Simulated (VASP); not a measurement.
# CoSi (P2_13) in VASP: a series of runs

Runs on CoSi. Level: PBE. Tasks: single point.

All numbers are computed with VASP 6.6.1; they aren't measurements. Logs are shortened: lines on timing, memory, paths and dates and some standing lists are left out, and cuts for length are marked.

## (1) The cell of the first run

Symmetry: P2_13, No. 198, cubic system. The conventional cell has a = 4.431 Å, b = 4.431 Å, c = 4.431 Å, α = 90.00°, β = 90.00°, γ = 90.00°. Within 3.1 Å of Co (site symmetry 3) lie 7 Si at 2.31 to 2.43 Å and 6 Co at 2.72 Å. Si (site symmetry 3) has 7 Co at 2.31 to 2.43 Å and 6 Si at 2.74 Å within 3.1 Å.

## (2) Single point, PBE

Input file INCAR:

```
  PREC = Accurate
  ENCUT = 520
  EDIFF = 1E-7
  ISMEAR = 0
  SIGMA = 0.1
  LREAL = F
  LASPH = T
  NELM = 60
  ALGO = Normal
  ISIF = 2
  LWAVE = F
  LCHARG = F
  GGA = PE
  NBANDS = 36
```

Input file KPOINTS:

```
regular mesh
0
Gamma
  8 8 8
```

Input file POSCAR:

```
CoSi
1.0
    4.4307234415      0.0000000000      0.0000000000
    0.0000000000      4.4307234415      0.0000000000
    0.0000000000      0.0000000000      4.4307234415
Co Si
4 4
Direct
    0.1447094016      0.1447094016      0.1447094016
    0.6447094016      0.3552905984      0.8552905984
    0.8552905984      0.6447094016      0.3552905984
    0.3552905984      0.8552905984      0.6447094016
    0.8431281249      0.8431281249      0.8431281249
    0.3431281249      0.6568718751      0.1568718751
    0.1568718751      0.3431281249      0.6568718751
    0.6568718751      0.1568718751      0.3431281249
```

Potentials or basis: VASP PAW PBE potentials, release 64 (Co, Si).

On the command line:

```bash
$ cat potpaw_PBE.64/Co/POTCAR potpaw_PBE.64/Si/POTCAR > POTCAR
$ mpirun -np 1 vasp_std > vasp.out
```

OUTCAR:

```text
PREC = Accurate
   ENCUT = 520
   EDIFF = 1E-7
   ISMEAR = 0
   LREAL = F
   LASPH = T
   NELM = 60
   ISIF = 2
   GGA = PE

 ion  position               nearest neighbor table
   1  0.145  0.145  0.145-   5 2.31   6 2.33   7 2.33   8 2.33   6 2.43   7 2.43   8 2.43   4 2.72
                             4 2.72   2 2.72   3 2.72   3 2.72   2 2.72
   2  0.645  0.355  0.855-   6 2.31   5 2.33   7 2.33   8 2.33   7 2.43   8 2.43   5 2.43   3 2.72
                             3 2.72   4 2.72   4 2.72   1 2.72   1 2.72
   3  0.855  0.645  0.355-   7 2.31   6 2.33   5 2.33   8 2.33   8 2.43   5 2.43   6 2.43   2 2.72
                             2 2.72   4 2.72   1 2.72   4 2.72   1 2.72
   4  0.355  0.855  0.645-   8 2.31   6 2.33   7 2.33   5 2.33   6 2.43   7 2.43   5 2.43   1 2.72
                             1 2.72   2 2.72   3 2.72   3 2.72   2 2.72
   5  0.843  0.843  0.843-   1 2.31   2 2.33   3 2.33   4 2.33   2 2.43   3 2.43   4 2.43   6 2.74
                             7 2.74   7 2.74   6 2.74   8 2.74   8 2.74
   6  0.343  0.657  0.157-   2 2.31   1 2.33   3 2.33   4 2.33   3 2.43   4 2.43   1 2.43   5 2.74
                             8 2.74   8 2.74   5 2.74   7 2.74   7 2.74
   7  0.157  0.343  0.657-   3 2.31   2 2.33   1 2.33   4 2.33   4 2.43   1 2.43   2 2.43   5 2.74
                             5 2.74   8 2.74   8 2.74   6 2.74   6 2.74
   8  0.657  0.157  0.343-   4 2.31   2 2.33   3 2.33   1 2.33   2 2.43   3 2.43   1 2.43   6 2.74
                             6 2.74   7 2.74   7 2.74   5 2.74   5 2.74

  LATTYP: Found a simple cubic cell.
 ALAT       =     4.4307234415

  Lattice vectors:

 A1 = (   4.4307234415,   0.0000000000,   0.0000000000)
 A2 = (   0.0000000000,   4.4307234415,   0.0000000000)
 A3 = (   0.0000000000,   0.0000000000,   4.4307234415)

Analysis of symmetry for initial positions (statically):
=====================================================================
 Subroutine PRICEL returns:
 Original cell was already a primitive cell.

 Routine SETGRP: Setting up the symmetry group for a
 simple cubic supercell.

 Subroutine GETGRP returns: Found 12 space group operations
 (whereof  3 operations were pure point group operations)
 out of a pool of 48 trial point group operations.

The static configuration has the point symmetry C_3 .
 The point group associated with its full space group is T   .

Analysis of symmetry for dynamics (positions and initial velocities):
=====================================================================
 Subroutine PRICEL returns:
 Original cell was already a primitive cell.

 Routine SETGRP: Setting up the symmetry group for a
 simple cubic supercell.

 Subroutine GETGRP returns: Found 12 space group operations
 (whereof  3 operations were pure point group operations)
[... 121 lines left out ...]
   ISIF   =      2    stress and relaxation
   ISYM   =      2    0-nonsym 1-usesym 2-fastsym
   POTIM  = 0.5000    time-step for ionic-motion
   TEBEG  =    0.0;   TEEND  =   0.0 temperature during run
   PSTRESS=    0.0 pullay stress
   NELECT =      52.0000    total number of electrons
   NUPDOWN=      -1.0000    fix difference up-down
   EMIN   =  10.00;   EMAX   =-10.00  energy-range for DOS
   EFERMI =   0.00;   METHOD = LEGACY
   ISMEAR =     0;   SIGMA  =   0.10  broadening in eV -4-tet -1-fermi 0-gaus
   EFERMI_NEDOS =   21; number of points for ismear=-14 and -15
   IALGO  =     38    algorithm
   IMIX   =      4    mixing-type and parameters
     AMIX     =   0.40;   BMIX     =  1.00
     AMIX_MAG =   1.60;   BMIX_MAG =  1.00
  volume/ion in A,a.u.               =      10.87        73.37
  Fermi-wavevector in a.u.,A,eV,Ry     =   1.379118  2.606154 25.877810  1.901965
  Thomas-Fermi vector in A             =   2.504117
   LORBIT       =      0    0 simple, 1 ext, 2 COOP (PROOUT), +10 PAW based schemes
   GGA     = PE    functional components
   LHFCALC =     F    Hartree Fock is set to
   AEXX    =    0.0000 exact exchange contribution
   IVDW    =     0    specifies the selected vdW correction
   LEPSILON=     F    determine dielectric tensor
   LRPA    =     F    only Hartree local field effects (RPA)
 non-spin polarized calculation
 Gauss-broadening in eV      SIGMA  =   0.10
  energy-cutoff  :      520.00
  volume of cell :       86.98
 maximum number of plane-waves:      2360
 NGX is ok and might be reduce to    36
   NGX = 17   NGY = 17   NGZ = 17

 number of electron      52.0000004 magnetization

 Free energy of the ion-electron system (eV)
  ---------------------------------------------------
  ext. energy  EPLUGINS =         0.00000000
  ---------------------------------------------------
  free energy    TOTEN  =       -54.75134850 eV

  energy without entropy =      -54.74446505  energy(sigma->0) =      -54.74790678

 E-fermi :  12.1245     XC(G=0): -12.8672

 val. band max:       12.1050699939   @ k =   0.5000   0.5000   0.3750
 cond. band min:      12.2435463121   @ k =   0.5000   0.3750   0.3750
 fundamental gap:      0.1384763181
 Fermi energy:        12.1244994815

 k-point     1 :       0.0000    0.0000    0.0000
  band No.  band energies     occupation
      1      -1.5634      2.00000
      2       3.9313      2.00000
      3       3.9313      2.00000
      4       3.9313      2.00000
      5       6.6322      2.00000
      6       6.6322      2.00000
[... 925 lines left out ...]
     35      16.9487      0.00000
     36      17.7560      0.00000

 [... further k-points ...]
[... 5 lines left out ...]
  --------------------------------------------------------------------------------------
  -------------------------------------------------------------------------------------
  Total       -0.0301475     -0.0301475     -0.0301475     -0.0000000     -0.0000000      0.0000000
  in kB       -0.5553132     -0.5553132     -0.5553132     -0.0000000     -0.0000000      0.0000000
  external PRESSURE =      -0.5553132 kB  Pullay stress =       0.0000000 kB

 VOLUME and BASIS-vectors are now :
 -----------------------------------------------------------------------------
  energy-cutoff  :      520.00
  volume of cell :       86.98
      direct lattice vectors                 reciprocal lattice vectors
     4.430723441  0.000000000  0.000000000     0.225696777  0.000000000  0.000000000
     0.000000000  4.430723441  0.000000000     0.000000000  0.225696777  0.000000000
     0.000000000  0.000000000  4.430723441     0.000000000  0.000000000  0.225696777

 POSITION                                       TOTAL-FORCE (eV/Angst)
 -----------------------------------------------------------------------------------
      0.64117      0.64117      0.64117         0.011483      0.011483      0.011483
      2.85653      1.57419      3.78956         0.011483     -0.011483     -0.011483
      3.78956      2.85653      1.57419        -0.011483      0.011483     -0.011483
      1.57419      3.78956      2.85653        -0.011483     -0.011483      0.011483
      3.73567      3.73567      3.73567         0.002818      0.002818      0.002818
      1.52031      2.91042      0.69506         0.002818     -0.002818     -0.002818
      0.69506      1.52031      2.91042        -0.002818      0.002818     -0.002818
      2.91042      0.69506      1.52031        -0.002818     -0.002818      0.002818
 -----------------------------------------------------------------------------------
    total drift:                               -0.000000      0.000000      0.000000

  FREE ENERGIE OF THE ION-ELECTRON SYSTEM (eV)
  ---------------------------------------------------
  free  energy   TOTEN  =       -54.7513485027 eV

  energy  without entropy=      -54.7444650545  energy(sigma->0) =      -54.74790678
```

stdout:

```text
POSCAR found type information on POSCAR CoSi
 POSCAR found :  2 types and       8 ions
 scaLAPACK will be used
 LDA part: xc-table for (Slater+PW92), standard interpolation
 POSCAR, INCAR and KPOINTS ok, starting setup
 FFT: planning ... GRIDC
 FFT: planning ... GRID_SOFT
 FFT: planning ... GRID
 WAVECAR not read
 entering main loop
```

It took 4.2 min on 1 thread of Intel Xeon 8259CL, shared host; peak memory 0.27 GiB.

What came out:

```
Free energy            : -54.7513 eV
Pressure               : -0.1 GPa
Largest force          : 0.020 eV/Å
Band gap on the k mesh : zero (bands 26 and 27 overlap by 0.21 eV)
```

Forces in eV/Å, atoms in the order of the input:
```
Co   0.011  0.011  0.011
Co   0.011 -0.011 -0.011
Co  -0.011  0.011 -0.011
Co  -0.011 -0.011  0.011
Si   0.003  0.003  0.003
Si   0.003 -0.003 -0.003
Si  -0.003  0.003 -0.003
Si  -0.003 -0.003  0.003
```

Caveat: the run has no spin polarisation, though such a crystal can be magnetic.

## (3) Single point, PBE

Input file INCAR:

```
SYSTEM = CoSi
PREC = Accurate
ENCUT = 520
EDIFF = 1E-7
ISMEAR = 0
SIGMA = 0.1
LREAL = .False.
LASPH = .True.
NELM = 100
ALGO = Normal
ISIF = 2
LWAVE = .False.
LCHARG = .True.
GGA = PE
LELF = .True.
LVHAR = .True.
NBANDS = 36
```

Input file KPOINTS:

```
Automatic mesh
0
Gamma
  8 8 8
  0 0 0
```

Input file POSCAR:

```
CoSi
1.0
    4.4306292045      0.0000000000      0.0000000000
    0.0000000000      4.4306292045      0.0000000000
    0.0000000000      0.0000000000      4.4306292045
Co Si
4 4
Direct
    0.1450177737      0.1450177737      0.1450177737
    0.6450177737      0.3549822263      0.8549822263
    0.8549822263      0.6450177737      0.3549822263
    0.3549822263      0.8549822263      0.6450177737
    0.8431781638      0.8431781638      0.8431781638
    0.3431781638      0.6568218362      0.1568218362
    0.1568218362      0.3431781638      0.6568218362
    0.6568218362      0.1568218362      0.3431781638
```

Potentials or basis: VASP PAW PBE potentials, release 64 (Co, Si).

On the command line:

```bash
$ cat potpaw_PBE.64/Co/POTCAR potpaw_PBE.64/Si/POTCAR > POTCAR
$ mpirun -np 1 vasp_std > vasp.out
```

OUTCAR:

```text
SYSTEM = CoSi
   PREC = Accurate
   ENCUT = 520
   EDIFF = 1E-7
   ISMEAR = 0
   LREAL = .False.
   LASPH = .True.
   NELM = 100
   ISIF = 2
   GGA = PE

 ion  position               nearest neighbor table
   1  0.145  0.145  0.145-   5 2.32   6 2.33   7 2.33   8 2.33   6 2.43   7 2.43   8 2.43   3 2.72
                             4 2.72   2 2.72   4 2.72   3 2.72   2 2.72
   2  0.645  0.355  0.855-   6 2.32   5 2.33   7 2.33   8 2.33   7 2.43   8 2.43   5 2.43   1 2.72
                             3 2.72   3 2.72   4 2.72   4 2.72   1 2.72
   3  0.855  0.645  0.355-   7 2.32   6 2.33   5 2.33   8 2.33   8 2.43   5 2.43   6 2.43   1 2.72
                             2 2.72   2 2.72   1 2.72   4 2.72   4 2.72
   4  0.355  0.855  0.645-   8 2.32   6 2.33   7 2.33   5 2.33   6 2.43   7 2.43   5 2.43   1 2.72
                             1 2.72   2 2.72   2 2.72   3 2.72   3 2.72
   5  0.843  0.843  0.843-   1 2.32   2 2.33   3 2.33   4 2.33   2 2.43   3 2.43   4 2.43   6 2.74
                             7 2.74   8 2.74   8 2.74   7 2.74   6 2.74
   6  0.343  0.657  0.157-   2 2.32   1 2.33   3 2.33   4 2.33   3 2.43   4 2.43   1 2.43   8 2.74
                             5 2.74   7 2.74   7 2.74   8 2.74   5 2.74
   7  0.157  0.343  0.657-   3 2.32   2 2.33   1 2.33   4 2.33   4 2.43   1 2.43   2 2.43   8 2.74
                             5 2.74   6 2.74   5 2.74   6 2.74   8 2.74
   8  0.657  0.157  0.343-   4 2.32   2 2.33   3 2.33   1 2.33   2 2.43   3 2.43   1 2.43   7 2.74
                             5 2.74   5 2.74   6 2.74   6 2.74   7 2.74

  LATTYP: Found a simple cubic cell.
 ALAT       =     4.4306292045

  Lattice vectors:

 A1 = (   4.4306292045,   0.0000000000,   0.0000000000)
 A2 = (   0.0000000000,   4.4306292045,   0.0000000000)
 A3 = (   0.0000000000,   0.0000000000,   4.4306292045)

Analysis of symmetry for initial positions (statically):
=====================================================================
 Subroutine PRICEL returns:
 Original cell was already a primitive cell.

 Routine SETGRP: Setting up the symmetry group for a
 simple cubic supercell.

 Subroutine GETGRP returns: Found 12 space group operations
 (whereof  3 operations were pure point group operations)
 out of a pool of 48 trial point group operations.

The static configuration has the point symmetry C_3 .
 The point group associated with its full space group is T   .

Analysis of symmetry for dynamics (positions and initial velocities):
=====================================================================
 Subroutine PRICEL returns:
 Original cell was already a primitive cell.

 Routine SETGRP: Setting up the symmetry group for a
 simple cubic supercell.

 Subroutine GETGRP returns: Found 12 space group operations
 (whereof  3 operations were pure point group operations)
 out of a pool of 48 trial point group operations.

The dynamic configuration has the point symmetry C_3 .
 The point group associated with its full space group is T   .

 Subroutine INISYM returns: Found 12 space group operations
 (whereof  3 operations are pure point group operations),
 and found     1 'primitive' translations

----------------------------------------------------------------------------------------

                                     Primitive cell

  volume of cell :      86.9754

  direct lattice vectors                    reciprocal lattice vectors
     4.430629204  0.000000000  0.000000000     0.225701577  0.000000000  0.000000000
[... 60 lines left out ...]
  0.125000  0.125000  0.000000     12.000000
[... 16 lines left out ...]
  0.250000  0.125000  0.125000     24.000000
  0.375000  0.125000  0.125000     24.000000
 [... further k-points ...]
   k-points           NKPTS =     45   k-points in BZ     NKDIM =     45   number of bands    NBANDS=     36
   number of dos      NEDOS =    301   number of ions     NIONS =      8
   total plane-waves  NPLWV =  46656
   dimension x,y,z NGX =    36 NGY =   36 NGZ =   36
   dimension x,y,z NGXF=    72 NGYF=   72 NGZF=   72
   ions per type =               4   4
   NGX,Y,Z   is equivalent  to a cutoff of  13.51, 13.51, 13.51 a.u.
   NGXF,Y,Z  is equivalent  to a cutoff of  27.02, 27.02, 27.02 a.u.
 SYSTEM =  CoSi
   PREC   = accura    normal or accurate (medium, high low for compatibility)
   ISTART =      0    job   : 0-new  1-cont  2-samecut
   ICHARG =      2    charge: 1-file 2-atom 10-const
   ISPIN  =      1    spin polarized calculation?
   LNONCOLLINEAR =      F non collinear calculations
   LSORBIT =      F    spin-orbit coupling
   LASPH  =      T    aspherical Exc in radial PAW
   ENCUT  =  520.0 eV  38.22 Ry    6.18 a.u.   8.24  8.24  8.24*2*pi/ulx,y,z
   NELM   =    100;   NELMIN=  2; NELMDL= -5     # of ELM steps
   EDIFF  = 0.1E-06   stopping-criterion for ELM
   LREAL  =      F    real-space projection
   EDIFFG = 0.1E-05   stopping-criterion for IOM
   NSW    =      0    number of steps for IOM
   IBRION =     -1    ionic relax: 0-MD 1-quasi-New 2-CG
   NFREE  =      0    steps in history (QN), initial steepest desc. (CG)
   ISIF   =      2    stress and relaxation
   ISYM   =      2    0-nonsym 1-usesym 2-fastsym
   POTIM  = 0.5000    time-step for ionic-motion
   TEBEG  =    0.0;   TEEND  =   0.0 temperature during run
   PSTRESS=    0.0 pullay stress
   NELECT =      52.0000    total number of electrons
   NUPDOWN=      -1.0000    fix difference up-down
   EMIN   =  10.00;   EMAX   =-10.00  energy-range for DOS
   EFERMI =   0.00;   METHOD = LEGACY
   ISMEAR =     0;   SIGMA  =   0.10  broadening in eV -4-tet -1-fermi 0-gaus
   EFERMI_NEDOS =   21; number of points for ismear=-14 and -15
   IALGO  =     38    algorithm
   IMIX   =      4    mixing-type and parameters
     AMIX     =   0.40;   BMIX     =  1.00
     AMIX_MAG =   1.60;   BMIX_MAG =  1.00
  volume/ion in A,a.u.               =      10.87        73.37
  Fermi-wavevector in a.u.,A,eV,Ry     =   1.379147  2.606210 25.878911  1.902046
  Thomas-Fermi vector in A             =   2.504143
   LORBIT       =      0    0 simple, 1 ext, 2 COOP (PROOUT), +10 PAW based schemes
   GGA     = PE    functional components
   LHFCALC =     F    Hartree Fock is set to
   AEXX    =    0.0000 exact exchange contribution
   IVDW    =     0    specifies the selected vdW correction
   LEPSILON=     F    determine dielectric tensor
   LRPA    =     F    only Hartree local field effects (RPA)
 non-spin polarized calculation
 Gauss-broadening in eV      SIGMA  =   0.10
  energy-cutoff  :      520.00
  volume of cell :       86.98
 maximum number of plane-waves:      2360
 NGX is ok and might be reduce to    36
   NGX = 17   NGY = 17   NGZ = 17

 number of electron      52.0000004 magnetization

 Free energy of the ion-electron system (eV)
  ---------------------------------------------------
  ext. energy  EPLUGINS =         0.00000000
  ---------------------------------------------------
  free energy    TOTEN  =       -54.75145983 eV

  energy without entropy =      -54.74459565  energy(sigma->0) =      -54.74802774

 E-fermi :  12.1237     XC(G=0): -12.8677

 val. band max:       12.1043733163   @ k =   0.5000   0.5000   0.3750
 cond. band min:      12.2429292468   @ k =   0.3750   0.3750   0.3750
 fundamental gap:      0.1385559305
 Fermi energy:        12.1236620766

 k-point     1 :       0.0000    0.0000    0.0000
  band No.  band energies     occupation
      1      -1.5632      2.00000
      2       3.9314      2.00000
      3       3.9314      2.00000
      4       3.9314      2.00000
      5       6.6320      2.00000
      6       6.6320      2.00000
[... 925 lines left out ...]
     35      16.9473      0.00000
     36      17.7572      0.00000

 [... further k-points ...]
[... 5 lines left out ...]
  --------------------------------------------------------------------------------------
  -------------------------------------------------------------------------------------
  Total       -0.0453998     -0.0453998     -0.0453998     -0.0000000     -0.0000000      0.0000000
  in kB       -0.8363113     -0.8363113     -0.8363113     -0.0000000     -0.0000000      0.0000000
  external PRESSURE =      -0.8363113 kB  Pullay stress =       0.0000000 kB

 VOLUME and BASIS-vectors are now :
 -----------------------------------------------------------------------------
  energy-cutoff  :      520.00
  volume of cell :       86.98
      direct lattice vectors                 reciprocal lattice vectors
     4.430629204  0.000000000  0.000000000     0.225701577  0.000000000  0.000000000
     0.000000000  4.430629204  0.000000000     0.000000000  0.225701577  0.000000000
     0.000000000  0.000000000  4.430629204     0.000000000  0.000000000  0.225701577

 POSITION                                       TOTAL-FORCE (eV/Angst)
 -----------------------------------------------------------------------------------
      0.64252      0.64252      0.64252         0.001338      0.001338      0.001338
      2.85783      1.57279      3.78811         0.001338     -0.001338     -0.001338
      3.78811      2.85783      1.57279        -0.001338      0.001338     -0.001338
      1.57279      3.78811      2.85783        -0.001338     -0.001338      0.001338
      3.73581      3.73581      3.73581         0.001045      0.001045      0.001045
      1.52050      2.91013      0.69482         0.001045     -0.001045     -0.001045
      0.69482      1.52050      2.91013        -0.001045      0.001045     -0.001045
      2.91013      0.69482      1.52050        -0.001045     -0.001045      0.001045
 -----------------------------------------------------------------------------------
    total drift:                               -0.000000      0.000000      0.000000

  FREE ENERGIE OF THE ION-ELECTRON SYSTEM (eV)
  ---------------------------------------------------
  free  energy   TOTEN  =       -54.7514598298 eV

  energy  without entropy=      -54.7445956457  energy(sigma->0) =      -54.74802774
```

Run time: 3.7 min. Hardware: 1 thread of Intel Xeon 8259CL, shared host; peak memory 0.27 GiB.

Results:

```yaml
Free_energy: -54.7515 eV
Pressure: -0.1 GPa
Band_gap_on_the_k_mesh: zero (bands 26 and 27 overlap by 0.21 eV)
```

Forces on the atoms (eV/Å):
```
Co   0.001  0.001  0.001
Co   0.001 -0.001 -0.001
Co  -0.001  0.001 -0.001
Co  -0.001 -0.001  0.001
Si   0.001  0.001  0.001
Si   0.001 -0.001 -0.001
Si  -0.001  0.001 -0.001
Si  -0.001 -0.001  0.001
```

Caveat: the run has no spin polarisation, though such a crystal can be magnetic.
